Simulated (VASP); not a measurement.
Set up this calculation in VASP 6.6.1, as the native input.

```yaml
Task: single point
Functional: PBE
Potentials_or_basis: VASP PAW PBE potentials, release 64 (Mg, I)
Cutoff: 520 eV
k_mesh: 6 × 6 × 4
Occupations: gaussian, width 0.05 eV
Spin: no spin polarisation
Dipole_correction: no
Further_INCAR_settings: ALGO = Normal; EDIFF = 1e-07; NBANDS = 15
```

The structure of MgI2 lies in POSCAR:

```
MgI2
1.0
    4.0238110365      0.0000000000      0.0000000000
   -2.0119055183      3.4847225777      0.0000000000
    0.0000000000      0.0000000000      7.3121625487
Mg I
1 2
Direct
    0.0000000000      0.0000000000      0.0000000000
    0.3333333333      0.6666666667      0.7576300000
    0.6666666667      0.3333333333      0.2423700000
```

This cell differs from its parent crystal: ratio of the length along z to the lengths across it x 1.1, volume and fractional coordinates fixed.

The input as run:

INCAR

```
  ALGO = Normal
  EDIFF = 1E-7
  ENCUT = 520
  GGA = PE
  ISIF = 2
  ISMEAR = 0
  LASPH = T
  LCHARG = F
  LREAL = F
  LWAVE = F
  NBANDS = 15
  NELM = 80
  PREC = Accurate
  SIGMA = 0.05
```

KPOINTS

```
k-points
0
Gamma
  6 6 4
```

Potentials or basis: VASP PAW PBE potentials, release 64 (Mg, I).

Command:

```bash
$ cat potpaw_PBE.64/Mg/POTCAR potpaw_PBE.64/I/POTCAR > POTCAR
$ mpirun -np 1 vasp_std > vasp.out
```

Results of the run:

* Pressure: 1.4 GPa
* Largest force: 0.247 eV/Å
* Band gap on the k mesh: 3.29 eV, indirect (least direct gap 3.59 eV)

Caveat: spin-orbit coupling is left out, which moves the levels of the heavy elements; this functional lacks dispersion, which binds the layers, so the pressure and a relaxed spacing across them are unreliable.

Wall time 51 s on 1 thread of AMD EPYC 7R43 64-Core Processor (Zen 3), with other jobs on the host, peak memory 0.18 GiB.
